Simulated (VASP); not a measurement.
## GaSb: single point with PBE0

The system is GaSb.

```xyz
2
Lattice="0.0000 3.0726 3.0726 3.0726 0.0000 3.0726 3.0726 3.0726 0.0000" Properties=species:S:1:pos:R:3 pbc="T T T"
Ga    0.0000    0.0000    0.0000
Sb    1.5363    1.5363    1.5363
```

```
Program                            : VASP 6.6.1
Task                               : single point
Functional                         : PBE0
Potentials or basis                : VASP PAW PBE potentials, release 64 (Ga_d, Sb)
Cutoff                             : 400 eV
k mesh                             : 3 × 3 × 3
Occupations                        : fermi-dirac, width 0.0951 eV
Spin                               : no spin polarisation
Dipole correction                  : no
Grid for exact exchange (PRECFOCK) : Normal
Further INCAR settings             : ALGO = Normal; EDIFF = 1e-06; NBANDS = 16
```

The pressure is -0.2 GPa and the band gap on the k mesh is 1.65 eV, direct.

Levels at points of the mesh, in eV from the valence-band top:
| k point | band 7 | band 8 | band 9 | band 10 | band 11 | band 12 |
| --- | --- | --- | --- | --- | --- | --- |
| (0.00, 0.00, 0.00) | 0.00 | 0.00 | 0.00 | 1.65 | 4.29 | 4.29 |

Run time: 2.1 min on 1 thread of AMD EPYC 7R43 64-Core Processor (Zen 3), with other jobs on the host, peak memory 0.14 GiB.

Caveat: the k points lie up to 0.59 Å⁻¹ apart; the PAW data sets were made with another functional, which shifts forces and pressure a little; spin-orbit coupling is left out, which moves the levels of the heavy elements. A k mesh can miss the band edges.
